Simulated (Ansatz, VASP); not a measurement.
BAs in VASP and in Ansatz

File INCAR:

```
PREC = Accurate
ENCUT = 520
EDIFF = 1E-7
ISMEAR = -1
SIGMA = 0.05
LREAL = False
LASPH = True
NELM = 100
ALGO = Normal
ISIF = 2
LWAVE = False
LCHARG = False
GGA = PE
NBANDS = 11
```

Contents of KPOINTS:

```
Automatic mesh
0
Gamma
  15 15 15
```

The input POSCAR:

```
BAs
1.0
    2.8156175929      0.0000000000      0.0000000000
    0.0000000000      2.8156175929      0.0000000000
    0.0000000000      0.0000000000      2.8156175929
B As
1 1
Direct
    0.0000000000      0.0000000000      0.0000000000
    0.5000000000      0.5000000000      0.5000000000
```

Input for Ansatz:

```yaml
crystal:
  lattice:
    - [2.8156175929, 0.0, 0.0]
    - [0.0, 2.8156175929, 0.0]
    - [0.0, 0.0, 2.8156175929]
  atoms:
    - { symbol: B, position: [0.0, 0.0, 0.0] }
    - { symbol: As, position: [0.5, 0.5, 0.5] }
kpoints:
  mp_grid: { grid: [15, 15, 15] }
scf:
  occupations: { method: fermi_dirac, width: 0.05 }
hamiltonian:
  xc: pbe
  pseudopotentials: { kind: paw }
output:
  forces: true
  stress: true
  eigenvalues: true
  populations: true
```

Change from the starting cell: volume scaled by 0.88, PAW files.

Alike in both runs: task single point; functional PBE; k mesh 15 × 15 × 15; occupations fermi-dirac, width 0.05 eV; no spin polarisation.

|  | VASP | Ansatz |
| --- | --- | --- |
| version | VASP 6.6.1 | Ansatz 0.2.0 |
| potentials or method | VASP PAW PBE potentials, release 64 (B, As) | PAW with Ansatz's default frozen-core files, scalar-relativistic |
| plane-wave cutoff (eV) | 520 | 420 |
| valence electrons in the cell | 8 | 18 |

VASP gave:

- pressure (GPa): 17.8

Which values does Ansatz return?

Pressure (GPa): 17.3.

VASP's potentials hold 8 valence electrons a cell and Ansatz's 18, so a difference there can come from the potentials and not from the codes.
